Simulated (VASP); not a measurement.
# Ta4C3 (Cmmm) in VASP: further runs

Runs on Ta4C3. Level: PBEsol. Tasks: single point.

Program: VASP 6.6.1. These are calculated values, not measurements. Logs are shortened: lines on timing, memory, paths and dates and some standing lists are left out, and cuts for length are marked.

### 1 The cell of the first run

Symmetry: Cmmm, No. 65, orthorhombic system. The conventional cell has a = 6.102 Å, b = 6.351 Å, c = 4.403 Å, α = 90.00°, β = 90.00°, γ = 90.00°. Within 2.9 Å of Ta (site symmetry 2/m) lie 4 C at 2.20 Å. Within 2.9 Å of Ta (site symmetry mmm) lie 4 C at 2.20 Å. Ta (site symmetry mmm) has 6 C at 2.20 Å within 2.9 Å. C (site symmetry 2/m) has 6 Ta at 2.20 Å within 2.9 Å. Within 2.9 Å of C (site symmetry mmm) lie 6 Ta at 2.20 Å.

### 2 Single point, PBEsol (strain -0.0400 x Voigt [0, 0, 0, 0, 1, 0])

Input file INCAR:

```
SYSTEM = Ta4C3
  PREC = Accurate
  ENCUT = 520
  EDIFF = 1E-6
  ISMEAR = 0
  SIGMA = 0.15
  LREAL = .FALSE.
  LASPH = .TRUE.
  NELM = 100
  ALGO = Normal
  ISIF = 2
  LWAVE = .FALSE.
  LCHARG = .FALSE.
  GGA = PS
  NBANDS = 37
```

Input file KPOINTS:

```
Automatic mesh
0
G
  10 10 10
  0 0 0
```

Input file POSCAR:

```
Ta4C3
1.0
    4.4026021986      0.0000000000     -0.0880520440
    0.0000000000      4.4026021986      0.0000000000
   -0.0880520440      0.0000000000      4.4026021986
Ta C
4 3
Direct
    0.0000000000      0.5000000000      0.5000000000
    0.5000000000      0.0000000000      0.5000000000
    0.5000000000      0.5000000000      0.0000000000
    0.0000000000      0.0000000000      0.0000000000
    0.5000000000      0.0000000000      0.0000000000
    0.0000000000      0.5000000000      0.0000000000
    0.0000000000      0.0000000000      0.5000000000
```

Potentials or basis: VASP PAW PBE potentials, release 64 (Ta_pv, C).

The run is started by

```bash
$ cat potpaw_PBE.64/Ta_pv/POTCAR potpaw_PBE.64/C/POTCAR > POTCAR
$ mpirun -np 1 vasp_std > vasp.out
```

OUTCAR:

```text
SYSTEM = Ta4C3
   PREC = Accurate
   ENCUT = 520
   EDIFF = 1E-6
   ISMEAR = 0
   LREAL = .FALSE.
   LASPH = .TRUE.
   NELM = 100
   ISIF = 2
   GGA = PS

 ion  position               nearest neighbor table
   1  0.000  0.500  0.500-   7 2.20   7 2.20   6 2.20   6 2.20   3 3.05   3 3.05   4 3.11   4 3.11
                             4 3.11   4 3.11   2 3.11   2 3.11   2 3.11   2 3.11   3 3.18   3 3.18
   2  0.500  0.000  0.500-   5 2.20   7 2.20   5 2.20   7 2.20   4 3.05   4 3.05   3 3.11   3 3.11
                             3 3.11   3 3.11   1 3.11   1 3.11   1 3.11   1 3.11   4 3.18   4 3.18
   3  0.500  0.500  0.000-   5 2.20   5 2.20   6 2.20   6 2.20   1 3.05   1 3.05   2 3.11   2 3.11
                             2 3.11   2 3.11   4 3.11   4 3.11   4 3.11   4 3.11   1 3.18   1 3.18
   4  0.000  0.000  0.000-   6 2.20   6 2.20   7 2.20   7 2.20   5 2.20   5 2.20   2 3.05   2 3.05
                             1 3.11   1 3.11   1 3.11   1 3.11   3 3.11   3 3.11   3 3.11   3 3.11
   5  0.500  0.000  0.000-   3 2.20   3 2.20   4 2.20   2 2.20   2 2.20   4 2.20
   6  0.000  0.500  0.000-   4 2.20   4 2.20   1 2.20   1 2.20   3 2.20   3 2.20
   7  0.000  0.000  0.500-   1 2.20   1 2.20   4 2.20   4 2.20   2 2.20   2 2.20

  LATTYP: Found a base centered orthorhombic cell.
 ALAT       =     6.1016953442
 B/A-ratio  =     1.0408163265
 C/A-ratio  =     0.7215375318

  Lattice vectors:

 A1 = (  -0.0880520440,   0.0000000000,   4.4026021986)
 A2 = (   4.4026021986,   0.0000000000,  -0.0880520440)
 A3 = (   0.0000000000,   4.4026021986,   0.0000000000)

Analysis of symmetry for initial positions (statically):
=====================================================================
 Subroutine PRICEL returns:
 Original cell was already a primitive cell.

 Routine SETGRP: Setting up the symmetry group for a
 base centered orthorhombic supercell.

 Subroutine GETGRP returns: Found  8 space group operations
 (whereof  8 operations were pure point group operations)
 out of a pool of  8 trial point group operations.

The static configuration has the point symmetry D_2h.

Analysis of symmetry for dynamics (positions and initial velocities):
=====================================================================
 Subroutine PRICEL returns:
 Original cell was already a primitive cell.

 Routine SETGRP: Setting up the symmetry group for a
 base centered orthorhombic supercell.

 Subroutine GETGRP returns: Found  8 space group operations
 (whereof  8 operations were pure point group operations)
 out of a pool of  8 trial point group operations.

The dynamic configuration has the point symmetry D_2h.

 Subroutine INISYM returns: Found  8 space group operations
 (whereof  8 operations are pure point group operations),
 and found     1 'primitive' translations

----------------------------------------------------------------------------------------

                                     Primitive cell

  volume of cell :      85.3011

  direct lattice vectors                    reciprocal lattice vectors
     4.402602199  0.000000000 -0.088052044     0.227229287  0.000000000  0.004544586
     0.000000000  4.402602199  0.000000000     0.000000000  0.227138396  0.000000000
    -0.088052044  0.000000000  4.402602199     0.004544586  0.000000000  0.227229287

  length of vectors
     4.403482631  4.402602199  4.403482631     0.227274729  0.227138396  0.227274729

  position of ions in fractional coordinates (direct lattice)
     0.000000000  0.500000000  0.500000000
     0.500000000  0.000000000  0.500000000
     0.500000000  0.500000000  0.000000000
     0.000000000  0.000000000  0.000000000
     0.500000000  0.000000000  0.000000000
     0.000000000  0.500000000  0.000000000
     0.000000000  0.000000000  0.500000000

  ion indices of the primitive-cell ions
   primitive index   ion index
                 1           1
                 2           2
                 3           3
                 4           4
                 5           5
                 6           6
                 7           7

----------------------------------------------------------------------------------------

 KPOINTS: Automatic mesh

Automatic generation of k-mesh.
 Grid dimensions read from file:
 generate k-points for:   10   10   10

 Generating k-lattice:

  Cartesian coordinates                     Fractional coordinates (reciprocal lattice)
     0.022722929  0.000000000  0.000454459     0.100000000  0.000000000  0.000000000
     0.000000000  0.022713840  0.000000000     0.000000000  0.100000000  0.000000000
     0.000454459  0.000000000  0.022722929     0.000000000  0.000000000  0.100000000

  Length of vectors
     0.022727473  0.022713840  0.022727473

  Shift w.r.t. Gamma in fractional coordinates (k-lattice)
     0.000000000  0.000000000  0.000000000

 Subroutine IBZKPT returns following result:
 ===========================================

 Found    186 irreducible k-points:

 Following reciprocal coordinates:
            Coordinates               Weight
  0.000000  0.000000  0.000000      1.000000
  0.100000  0.000000  0.000000      4.000000
  0.200000  0.000000  0.000000      4.000000
  0.300000  0.000000  0.000000      4.000000
  0.400000  0.000000  0.000000      4.000000
  0.500000  0.000000  0.000000      2.000000
[... 16 lines left out ...]
  0.400000  0.300000  0.000000      8.000000
  0.500000  0.300000  0.000000      4.000000
 [... further k-points ...]
   k-points           NKPTS =    186   k-points in BZ     NKDIM =    186   number of bands    NBANDS=     37
   number of dos      NEDOS =    301   number of ions     NIONS =      7
   total plane-waves  NPLWV =  46656
   dimension x,y,z NGX =    36 NGY =   36 NGZ =   36
   dimension x,y,z NGXF=    72 NGYF=   72 NGZF=   72
   ions per type =               4   3
   NGX,Y,Z   is equivalent  to a cutoff of  13.59, 13.59, 13.59 a.u.
   NGXF,Y,Z  is equivalent  to a cutoff of  27.18, 27.19, 27.18 a.u.
 SYSTEM =  Ta4C3
   PREC   = accura    normal or accurate (medium, high low for compatibility)
   ISTART =      0    job   : 0-new  1-cont  2-samecut
   ICHARG =      2    charge: 1-file 2-atom 10-const
   ISPIN  =      1    spin polarized calculation?
   LNONCOLLINEAR =      F non collinear calculations
   LSORBIT =      F    spin-orbit coupling
   LASPH  =      T    aspherical Exc in radial PAW
   ENCUT  =  520.0 eV  38.22 Ry    6.18 a.u.   8.19  8.19  8.19*2*pi/ulx,y,z
   NELM   =    100;   NELMIN=  2; NELMDL= -5     # of ELM steps
   EDIFF  = 0.1E-05   stopping-criterion for ELM
   LREAL  =      F    real-space projection
[... 7 lines left out ...]
   TEBEG  =    0.0;   TEEND  =   0.0 temperature during run
   PSTRESS=    0.0 pullay stress
   NELECT =      56.0000    total number of electrons
   NUPDOWN=      -1.0000    fix difference up-down
   EMIN   =  10.00;   EMAX   =-10.00  energy-range for DOS
   EFERMI =   0.00;   METHOD = LEGACY
   ISMEAR =     0;   SIGMA  =   0.15  broadening in eV -4-tet -1-fermi 0-gaus
   EFERMI_NEDOS =   21; number of points for ismear=-14 and -15
   IALGO  =     38    algorithm
   IMIX   =      4    mixing-type and parameters
     AMIX     =   0.40;   BMIX     =  1.00
     AMIX_MAG =   1.60;   BMIX_MAG =  1.00
  volume/ion in A,a.u.               =      12.19        82.23
  Fermi-wavevector in a.u.,A,eV,Ry     =   1.422829  2.688757 27.544202  2.024442
  Thomas-Fermi vector in A             =   2.543491
   LORBIT       =      0    0 simple, 1 ext, 2 COOP (PROOUT), +10 PAW based schemes
   GGA     = PS    functional components
   LHFCALC =     F    Hartree Fock is set to
   AEXX    =    0.0000 exact exchange contribution
   IVDW    =     0    specifies the selected vdW correction
   LEPSILON=     F    determine dielectric tensor
   LRPA    =     F    only Hartree local field effects (RPA)
 non-spin polarized calculation
 Gauss-broadening in eV      SIGMA  =   0.15
  energy-cutoff  :      520.00
  volume of cell :       85.30
 maximum number of plane-waves:      2326
 NGX is ok and might be reduce to    36
   NGX = 17   NGY = 17   NGZ = 17

 number of electron      56.0000015 magnetization

 Free energy of the ion-electron system (eV)
  ---------------------------------------------------
  ext. energy  EPLUGINS =         0.00000000
  ---------------------------------------------------
  free energy    TOTEN  =       -82.72775442 eV

  energy without entropy =      -82.68435404  energy(sigma->0) =      -82.70605423

 E-fermi :   7.2105     XC(G=0): -13.1119

 val. band max:        7.2088549528   @ k =   0.5000   0.2000   0.1000
 cond. band min:       7.2124849635   @ k =   0.3000   0.5000   0.0000
 fundamental gap:      0.0036300107
 Fermi energy:         7.2104553731

 k-point     1 :       0.0000    0.0000    0.0000
  band No.  band energies     occupation
      1     -28.0667      2.00000
      2     -28.0396      2.00000
      3     -28.0175      2.00000
      4     -27.4092      2.00000
      5     -27.3790      2.00000
      6     -27.3559      2.00000
[... 29 lines left out ...]
     36      11.0238      0.00000
     37      11.9510      0.00000

 k-point     2 :       0.1000    0.0000    0.0000
  band No.  band energies     occupation
      1     -28.0583      2.00000
      2     -28.0341      2.00000
      3     -28.0116      2.00000
      4     -27.4068      2.00000
      5     -27.3788      2.00000
      6     -27.3585      2.00000
[... 29 lines left out ...]
     36      11.2628      0.00000
     37      11.9472      0.00000

 k-point     3 :       0.2000    0.0000    0.0000
  band No.  band energies     occupation
      1     -28.0357      2.00000
      2     -28.0193      2.00000
      3     -27.9952      2.00000
      4     -27.4004      2.00000
      5     -27.3812      2.00000
      6     -27.3690      2.00000
[... 29 lines left out ...]
     36      11.5307      0.00000
     37      11.5387      0.00000
[... 761 lines left out ...]
 k-point    23 :       0.4000    0.3000    0.0000
  band No.  band energies     occupation
      1     -28.0191      2.00000
      2     -27.9870      2.00000
      3     -27.9482      2.00000
      4     -27.5320      2.00000
      5     -27.3591      2.00000
      6     -27.3349      2.00000
[... 29 lines left out ...]
     36      10.9819      0.00000
     37      11.5946      0.00000

 k-point    24 :       0.5000    0.3000    0.0000
  band No.  band energies     occupation
      1     -28.0104      2.00000
      2     -27.9978      2.00000
      3     -27.9430      2.00000
      4     -27.5400      2.00000
      5     -27.3612      2.00000
      6     -27.3260      2.00000
[... 29 lines left out ...]
     36      11.0417      0.00000
     37      11.4803      0.00000

 [... further k-points ...]
[... 5 lines left out ...]
  --------------------------------------------------------------------------------------
  -------------------------------------------------------------------------------------
  Total        0.4580646      0.5330214      0.4580646      0.0000000      0.0000000      2.5374343
  in kB        8.6036495     10.0115338      8.6036495      0.0000000      0.0000000     47.6596452
  external PRESSURE =       9.0729443 kB  Pullay stress =       0.0000000 kB

 VOLUME and BASIS-vectors are now :
 -----------------------------------------------------------------------------
  energy-cutoff  :      520.00
  volume of cell :       85.30
      direct lattice vectors                 reciprocal lattice vectors
     4.402602199  0.000000000 -0.088052044     0.227229287  0.000000000  0.004544586
     0.000000000  4.402602199  0.000000000     0.000000000  0.227138396  0.000000000
    -0.088052044  0.000000000  4.402602199     0.004544586  0.000000000  0.227229287

 POSITION                                       TOTAL-FORCE (eV/Angst)
 -----------------------------------------------------------------------------------
     -0.04403      2.20130      2.20130         0.000000      0.000000      0.000000
      2.15728      0.00000      2.15728         0.000000      0.000000      0.000000
      2.20130      2.20130     -0.04403        -0.000000      0.000000      0.000000
      0.00000      0.00000      0.00000        -0.000000      0.000000      0.000000
      2.20130      0.00000     -0.04403        -0.000000      0.000000      0.000000
      0.00000      2.20130      0.00000        -0.000000      0.000000      0.000000
     -0.04403      0.00000      2.20130        -0.000000      0.000000      0.000000
 -----------------------------------------------------------------------------------
    total drift:                                0.000000      0.000000      0.000000

  FREE ENERGIE OF THE ION-ELECTRON SYSTEM (eV)
  ---------------------------------------------------
  free  energy   TOTEN  =       -82.7277544182 eV

  energy  without entropy=      -82.6843540446  energy(sigma->0) =      -82.70605423
```

It took 13 min on 1 thread of Intel Xeon 8259CL, shared host; peak memory 0.53 GiB.

Results:

| Property | Result |
| --- | --- |
| Free energy | -82.7278 eV |
| Pressure | 0.9 GPa |
| Band gap on the k mesh | zero (bands 28 and 29 overlap by 1.00 eV) |

Caveat: the cell differs from its parent crystal (strain -0.0400 x Voigt [0, 0, 0, 0, 1, 0]); the PAW data sets were made with another functional, which shifts forces and pressure a little; spin-orbit coupling is left out, which moves the levels of the heavy elements.

### 3 Single point, PBEsol (strain +0.0300 x Voigt [0, 0, 0, 0, 1, 0])

Input file INCAR:

```
ALGO = Normal
EDIFF = 1E-6
ENCUT = 520
GGA = PS
ISIF = 2
ISMEAR = 0
LASPH = True
LCHARG = False
LREAL = False
LWAVE = False
NBANDS = 37
NELM = 60
PREC = Accurate
SIGMA = 0.15
```

Input file KPOINTS:

```
k-points
0
Gamma
  10 10 10
```

Edit POSCAR of step 2 so:

```diff
@@ -2,5 +2,5 @@
 1.0
-    4.4026021986      0.0000000000     -0.0880520440
+    4.4026021986      0.0000000000      0.0660390330
     0.0000000000      4.4026021986      0.0000000000
-   -0.0880520440      0.0000000000      4.4026021986
+    0.0660390330      0.0000000000      4.4026021986
 Ta C
```

Potentials or basis: VASP PAW PBE potentials, release 64 (Ta_pv, C).

The run is started by

```bash
$ cat potpaw_PBE.64/Ta_pv/POTCAR potpaw_PBE.64/C/POTCAR > POTCAR
$ mpirun -np 1 vasp_std > vasp.out
```

Wall time 13 min (1 thread of Intel Xeon 8259CL, shared host); peak memory 0.53 GiB.

Results (log left out):

| Quantity | Value |
| --- | --- |
| Free energy | -82.7501 eV |
| Pressure | 0.8 GPa |
| Band gap on the k mesh | zero (bands 28 and 29 overlap by 0.98 eV) |

Stress tensor (GPa, compression positive):
```
 0.80  0.00 -3.59
 0.00  0.90  0.00
-3.59  0.00  0.80
```

Levels at points of the mesh, in eV from the Fermi level:
```csv
k point,band 24,band 25,band 26,band 27,band 28,band 29,band 30,band 31,band 32,band 33
"(0.00, 0.00, 0.00)",-1.26,-1.19,-0.79,-0.64,-0.59,-0.55,-0.44,-0.33,1.44,1.44
"(0.50, 0.00, 0.00)",-2.98,-2.24,-1.91,-1.89,0.27,0.28,0.81,2.01,2.41,2.41
"(0.00, 0.50, 0.00)",-2.99,-2.23,-2.08,-1.75,0.19,0.36,0.82,2.03,2.35,2.48
"(0.50, 0.50, 0.00)",-4.37,-1.77,-1.73,-0.37,-0.37,1.73,1.79,1.79,2.09,3.49
"(0.50, 0.00, 0.50)",-4.35,-1.77,-1.74,-0.60,-0.13,1.70,1.70,1.91,2.15,3.14
"(0.50, 0.50, 0.50)",-4.95,-1.28,-1.10,-0.91,-0.04,3.04,3.38,3.38,3.43,3.57
```

Caveat: the cell differs from its parent crystal (strain +0.0300 x Voigt [0, 0, 0, 0, 1, 0]); the PAW data sets were made with another functional, which shifts forces and pressure a little; spin-orbit coupling is left out, which moves the levels of the heavy elements.
